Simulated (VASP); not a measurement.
# Al2GaSb3 (P6_3mc) in VASP: single point with PBE

Aim: the single point of Al2GaSb3 with PBE.

Everything below comes from runs of VASP 6.6.1. Logs are shortened: lines on timing, memory, paths and dates and some standing lists are left out, and cuts for length are marked.

### Step 1. The cell of the first run

The structure is hexagonal, space group P6_3mc (No. 186). Conventional cell: a = 4.386 Å, b = 4.386 Å, c = 21.673 Å, α = 90.00°, β = 90.00°, γ = 120.00°. Within 3.5 Å of Al (site symmetry 3m) lie 4 Sb at 2.69 to 2.71 Å. Within 3.5 Å of Al (site symmetry 3m) lie 4 Sb at 2.69 to 2.71 Å. Ga (site symmetry 3m) has 4 Sb at 2.69 to 2.70 Å within 3.5 Å. Sb (site symmetry 3m) has 4 Al at 2.69 to 2.71 Å within 3.5 Å. Within 3.5 Å of Sb (site symmetry 3m) lie 3 Al at 2.69 Å and 1 Ga at 2.70 Å. Sb (site symmetry 3m) has 3 Ga at 2.69 Å and 1 Al at 2.71 Å within 3.5 Å.

### Step 2. Single point, PBE

The input, INCAR:

```
SYSTEM = Al2GaSb3
ALGO = Normal
EDIFF = 1E-6
ENCUT = 520
GGA = PE
ISIF = 2
ISMEAR = 0
LASPH = .True.
LCHARG = .False.
LREAL = .False.
LWAVE = .False.
NBANDS = 46
NELM = 80
PREC = Accurate
SIGMA = 0.02
```

The input, KPOINTS:

```
k-points
0
Gamma
  12 12 2
  0 0 0
```

The input, POSCAR:

```
Al2GaSb3
1.0
    4.3860672974      0.0000000289      0.0000000000
   -2.1930336737      3.7984456878      0.0000000000
    0.0000000000      0.0000000000     21.6732778000
Al Ga Sb
4 2 6
Direct
    0.6666666667      0.3333333333      0.1665450000
    0.6666666667      0.3333333333      0.8334200000
    0.3333333333      0.6666666667      0.3334200000
    0.3333333333      0.6666666667      0.6665450000
    0.6666666667      0.3333333333      0.5003590000
    0.3333333333      0.6666666667      0.0003590000
    0.6666666667      0.3333333333      0.2914320000
    0.6666666667      0.3333333333      0.6248250000
    0.6666666667      0.3333333333      0.9583190000
    0.3333333333      0.6666666667      0.1248250000
    0.3333333333      0.6666666667      0.4583190000
    0.3333333333      0.6666666667      0.7914320000
```

Potentials or basis: VASP PAW PBE potentials, release 64 (Al, Ga_d, Sb).

Command:

```console
$ cat potpaw_PBE.64/Al/POTCAR potpaw_PBE.64/Ga_d/POTCAR potpaw_PBE.64/Sb/POTCAR > POTCAR
$ mpirun -np 1 vasp_std > vasp.out
```

OUTCAR:

```text
SYSTEM = Al2GaSb3
   EDIFF = 1E-6
   ENCUT = 520
   GGA = PE
   ISIF = 2
   ISMEAR = 0
   LASPH = .True.
   LREAL = .False.
   NELM = 80
   PREC = Accurate

 ion  position               nearest neighbor table
   1  0.667  0.333  0.167-  10 2.69  10 2.69  10 2.69   7 2.71
   2  0.667  0.333  0.833-  12 2.69  12 2.69  12 2.69   9 2.71
   3  0.333  0.667  0.333-   7 2.69   7 2.69   7 2.69  11 2.71
   4  0.333  0.667  0.667-   8 2.69   8 2.69   8 2.69  12 2.71
   5  0.667  0.333  0.500-  11 2.69  11 2.69  11 2.69   8 2.70
   6  0.333  0.667  0.000-   9 2.69   9 2.69   9 2.69  10 2.70
   7  0.667  0.333  0.291-   3 2.69   3 2.69   3 2.69   1 2.71
   8  0.667  0.333  0.625-   4 2.69   4 2.69   4 2.69   5 2.70
   9  0.667  0.333  0.958-   6 2.69   6 2.69   6 2.69   2 2.71
  10  0.333  0.667  0.125-   1 2.69   1 2.69   1 2.69   6 2.70
  11  0.333  0.667  0.458-   5 2.69   5 2.69   5 2.69   3 2.71
  12  0.333  0.667  0.791-   2 2.69   2 2.69   2 2.69   4 2.71

  LATTYP: Found a hexagonal cell.
 ALAT       =     4.3860672974
 C/A-ratio  =     4.9413919875

  Lattice vectors:

 A1 = (   4.3860672974,   0.0000000289,   0.0000000000)
 A2 = (  -2.1930336737,   3.7984456878,   0.0000000000)
 A3 = (   0.0000000000,   0.0000000000,  21.6732778000)

Analysis of symmetry for initial positions (statically):
=====================================================================
 Subroutine PRICEL returns:
 Original cell was already a primitive cell.

 Routine SETGRP: Setting up the symmetry group for a
 hexagonal supercell.

 Subroutine GETGRP returns: Found 12 space group operations
 (whereof  6 operations were pure point group operations)
 out of a pool of 24 trial point group operations.

The static configuration has the point symmetry C_3v.
 The point group associated with its full space group is C_6v.

Analysis of symmetry for dynamics (positions and initial velocities):
=====================================================================
 Subroutine PRICEL returns:
 Original cell was already a primitive cell.

 Routine SETGRP: Setting up the symmetry group for a
 hexagonal supercell.

 Subroutine GETGRP returns: Found 12 space group operations
 (whereof  6 operations were pure point group operations)
 out of a pool of 24 trial point group operations.

The dynamic configuration has the point symmetry C_3v.
 The point group associated with its full space group is C_6v.

 Subroutine INISYM returns: Found 12 space group operations
 (whereof  6 operations are pure point group operations),
 and found     1 'primitive' translations

----------------------------------------------------------------------------------------

                                     Primitive cell

  volume of cell :     361.0820

  direct lattice vectors                    reciprocal lattice vectors
     4.386067297  0.000000029  0.000000000     0.227994677  0.131632790  0.000000000
    -2.193033674  3.798445688  0.000000000    -0.000000002  0.263265577  0.000000000
     0.000000000  0.000000000 21.673277800     0.000000000  0.000000000  0.046139768

  length of vectors
     4.386067297  4.386067297 21.673277800     0.263265577  0.263265577  0.046139768

  position of ions in fractional coordinates (direct lattice)
     0.666666667  0.333333333  0.166545000
     0.666666667  0.333333333  0.833420000
     0.333333333  0.666666667  0.333420000
     0.333333333  0.666666667  0.666545000
     0.666666667  0.333333333  0.500359000
     0.333333333  0.666666667  0.000359000
     0.666666667  0.333333333  0.291432000
     0.666666667  0.333333333  0.624825000
     0.666666667  0.333333333  0.958319000
     0.333333333  0.666666667  0.124825000
     0.333333333  0.666666667  0.458319000
     0.333333333  0.666666667  0.791432000

  ion indices of the primitive-cell ions
   primitive index   ion index
                 1           1
                 2           2
                 3           3
                 4           4
                 5           5
                 6           6
                 7           7
                 8           8
                 9           9
                10          10
                11          11
                12          12

----------------------------------------------------------------------------------------

 KPOINTS: k-points

Automatic generation of k-mesh.
 Grid dimensions read from file:
 generate k-points for:   12   12    2

 Generating k-lattice:

  Cartesian coordinates                     Fractional coordinates (reciprocal lattice)
     0.018999556  0.010969399  0.000000000     0.083333333  0.000000000  0.000000000
    -0.000000000  0.021938798  0.000000000     0.000000000  0.083333333  0.000000000
     0.000000000  0.000000000  0.023069884     0.000000000  0.000000000  0.500000000

  Length of vectors
     0.021938798  0.021938798  0.023069884

  Shift w.r.t. Gamma in fractional coordinates (k-lattice)
     0.000000000  0.000000000  0.000000000

 Subroutine IBZKPT returns following result:
 ===========================================

 Found     38 irreducible k-points:

 Following reciprocal coordinates:
            Coordinates               Weight
  0.000000  0.000000  0.000000      1.000000
  0.083333 -0.000000  0.000000      6.000000
  0.166667  0.000000  0.000000      6.000000
  0.250000  0.000000  0.000000      6.000000
  0.333333  0.000000  0.000000      6.000000
  0.416667  0.000000  0.000000      6.000000
[... 16 lines left out ...]
  0.250000  0.000000  0.500000      6.000000
  0.333333  0.000000  0.500000      6.000000
 [... further k-points ...]
   k-points           NKPTS =     38   k-points in BZ     NKDIM =     38   number of bands    NBANDS=     46
   number of dos      NEDOS =    301   number of ions     NIONS =     12
   total plane-waves  NPLWV = 209952
   dimension x,y,z NGX =    36 NGY =   36 NGZ =  162
   dimension x,y,z NGXF=    72 NGYF=   72 NGZF=  324
   ions per type =               4   2   6
   NGX,Y,Z   is equivalent  to a cutoff of  13.65, 13.65, 12.43 a.u.
   NGXF,Y,Z  is equivalent  to a cutoff of  27.29, 27.29, 24.85 a.u.
 SYSTEM =  Al2GaSb3
   PREC   = accura    normal or accurate (medium, high low for compatibility)
   ISTART =      0    job   : 0-new  1-cont  2-samecut
   ICHARG =      2    charge: 1-file 2-atom 10-const
   ISPIN  =      1    spin polarized calculation?
   LNONCOLLINEAR =      F non collinear calculations
   LSORBIT =      F    spin-orbit coupling
   LASPH  =      T    aspherical Exc in radial PAW
   ENCUT  =  520.0 eV  38.22 Ry    6.18 a.u.   8.16  8.16 40.30*2*pi/ulx,y,z
   NELM   =     80;   NELMIN=  2; NELMDL= -5     # of ELM steps
   EDIFF  = 0.1E-05   stopping-criterion for ELM
   LREAL  =      F    real-space projection
   EDIFFG = 0.1E-04   stopping-criterion for IOM
   NSW    =      0    number of steps for IOM
   IBRION =     -1    ionic relax: 0-MD 1-quasi-New 2-CG
   NFREE  =      0    steps in history (QN), initial steepest desc. (CG)
   ISIF   =      2    stress and relaxation
   ISYM   =      2    0-nonsym 1-usesym 2-fastsym
   POTIM  = 0.5000    time-step for ionic-motion
   TEBEG  =    0.0;   TEEND  =   0.0 temperature during run
   PSTRESS=    0.0 pullay stress
   NELECT =      68.0000    total number of electrons
   NUPDOWN=      -1.0000    fix difference up-down
   EMIN   =  10.00;   EMAX   =-10.00  energy-range for DOS
   EFERMI =   0.00;   METHOD = LEGACY
   ISMEAR =     0;   SIGMA  =   0.02  broadening in eV -4-tet -1-fermi 0-gaus
   EFERMI_NEDOS =   21; number of points for ismear=-14 and -15
   IALGO  =     38    algorithm
   IMIX   =      4    mixing-type and parameters
     AMIX     =   0.40;   BMIX     =  1.00
     AMIX_MAG =   1.60;   BMIX_MAG =  1.00
  volume/ion in A,a.u.               =      30.09       203.06
  Fermi-wavevector in a.u.,A,eV,Ry     =   0.938374  1.773269 11.980547  0.880545
  Thomas-Fermi vector in A             =   2.065579
   LORBIT       =      0    0 simple, 1 ext, 2 COOP (PROOUT), +10 PAW based schemes
   GGA     = PE    functional components
   LHFCALC =     F    Hartree Fock is set to
   AEXX    =    0.0000 exact exchange contribution
   IVDW    =     0    specifies the selected vdW correction
   LEPSILON=     F    determine dielectric tensor
   LRPA    =     F    only Hartree local field effects (RPA)
 non-spin polarized calculation
 Gauss-broadening in eV      SIGMA  =   0.02
  energy-cutoff  :      520.00
  volume of cell :      361.08
 maximum number of plane-waves:      9754
 NGX is ok and might be reduce to    36
   NGX = 17   NGY = 17   NGZ = 81

 number of electron      67.9999997 magnetization

 Free energy of the ion-electron system (eV)
  ---------------------------------------------------
  ext. energy  EPLUGINS =         0.00000000
  ---------------------------------------------------
  free energy    TOTEN  =       -47.47880621 eV

  energy without entropy =      -47.47880621  energy(sigma->0) =      -47.47880621

 E-fermi :   4.6374     XC(G=0):  -8.6132

 val. band max:        4.5159962983   @ k =   0.0000   0.0000   0.0000
 cond. band min:       4.8356645525   @ k =   0.0000   0.0000   0.0000
 fundamental gap:      0.3196682542
 Fermi energy:         4.6374091566

 k-point     1 :       0.0000    0.0000    0.0000
  band No.  band energies     occupation
      1     -10.3599      2.00000
      2     -10.3599      2.00000
      3     -10.3448      2.00000
      4     -10.3448      2.00000
      5     -10.3448      2.00000
      6     -10.3448      2.00000
[... 38 lines left out ...]
     45       7.5950      0.00000
     46       7.6357      0.00000
[... 1086 lines left out ...]
      6     -10.3370      2.00000
[... 38 lines left out ...]
     45       8.3763      0.00000
     46       8.3763      0.00000

 [... further k-points ...]

------------------------ aborting loop because EDIFF is reached ----------------------------------------

  FORCE on cell =-STRESS in cart. coord.  units (eV):
  Direction    XX          YY          ZZ          XY          YZ          ZX
  --------------------------------------------------------------------------------------
  -------------------------------------------------------------------------------------
  Total        0.3061699      0.3061699      0.2925146      0.0000000      0.0000000      0.0000000
  in kB        1.3585237      1.3585237      1.2979331      0.0000000      0.0000000      0.0000000
  external PRESSURE =       1.3383269 kB  Pullay stress =       0.0000000 kB

 VOLUME and BASIS-vectors are now :
 -----------------------------------------------------------------------------
  energy-cutoff  :      520.00
  volume of cell :      361.08
      direct lattice vectors                 reciprocal lattice vectors
     4.386067297  0.000000029  0.000000000     0.227994677  0.131632790  0.000000000
    -2.193033674  3.798445688  0.000000000    -0.000000002  0.263265577  0.000000000
     0.000000000  0.000000000 21.673277800     0.000000000  0.000000000  0.046139768

 POSITION                                       TOTAL-FORCE (eV/Angst)
 -----------------------------------------------------------------------------------
      2.19303      1.26615      3.60958        -0.000000     -0.000000      0.005464
      2.19303      1.26615     18.06294        -0.000000     -0.000000      0.006357
     -0.00000      2.53230      7.22630         0.000000     -0.000000      0.006357
     -0.00000      2.53230     14.44621         0.000000     -0.000000      0.005464
      2.19303      1.26615     10.84442        -0.000000     -0.000000     -0.003648
     -0.00000      2.53230      0.00778         0.000000      0.000000     -0.003648
      2.19303      1.26615      6.31629         0.000000     -0.000000     -0.004477
      2.19303      1.26615     13.54201         0.000000     -0.000000     -0.006792
      2.19303      1.26615     20.76991        -0.000000      0.000000      0.003095
     -0.00000      2.53230      2.70537        -0.000000     -0.000000     -0.006792
     -0.00000      2.53230      9.93328        -0.000000     -0.000000      0.003095
     -0.00000      2.53230     17.15293        -0.000000      0.000000     -0.004477
 -----------------------------------------------------------------------------------
    total drift:                               -0.000000     -0.000000     -0.007120

  FREE ENERGIE OF THE ION-ELECTRON SYSTEM (eV)
  ---------------------------------------------------
  free  energy   TOTEN  =       -47.4788062096 eV

  energy  without entropy=      -47.4788062096  energy(sigma->0) =      -47.47880621
```

It took 8.7 min on 1 thread of Intel Xeon Platinum 8488C (Sapphire Rapids), shared host; peak memory 0.85 GiB.

Results:

* Free energy: -47.4788 eV
* Pressure: 0.1 GPa
* Largest force: 0.007 eV/Å
* Band gap on the k mesh: 0.32 eV

Forces in eV/Å, atoms in the order of the input:
```
Al   0.000  0.000  0.005
Al   0.000  0.000  0.006
Al   0.000  0.000  0.006
Al   0.000  0.000  0.005
Ga   0.000  0.000 -0.004
Ga   0.000  0.000 -0.004
Sb   0.000  0.000 -0.004
Sb   0.000  0.000 -0.007
Sb   0.000  0.000  0.003
Sb   0.000  0.000 -0.007
Sb   0.000  0.000  0.003
Sb   0.000  0.000 -0.004
```

Levels at points of the mesh, in eV from the valence-band top:
```csv
k point,band 30,band 31,band 32,band 33,band 34,band 35,band 36,band 37,band 38,band 39
"(0.00, 0.00, 0.00)",-0.26,-0.26,-0.19,0.00,0.00,0.32,0.53,1.13,1.20,1.51
"(0.50, 0.00, 0.00)",-1.58,-1.52,-1.48,-1.42,-1.04,0.68,1.09,1.15,1.19,1.29
"(0.00, 0.00, 0.50)",-0.63,-0.09,-0.09,-0.09,-0.09,0.54,0.54,1.27,1.27,1.71
"(0.50, 0.00, 0.50)",-1.83,-1.78,-1.78,-1.16,-1.16,0.94,0.94,1.19,1.19,1.59
```

Caveat: semilocal functionals underestimate gaps, and a narrow one can read as zero; spin-orbit coupling is left out, which moves the levels of the heavy elements.
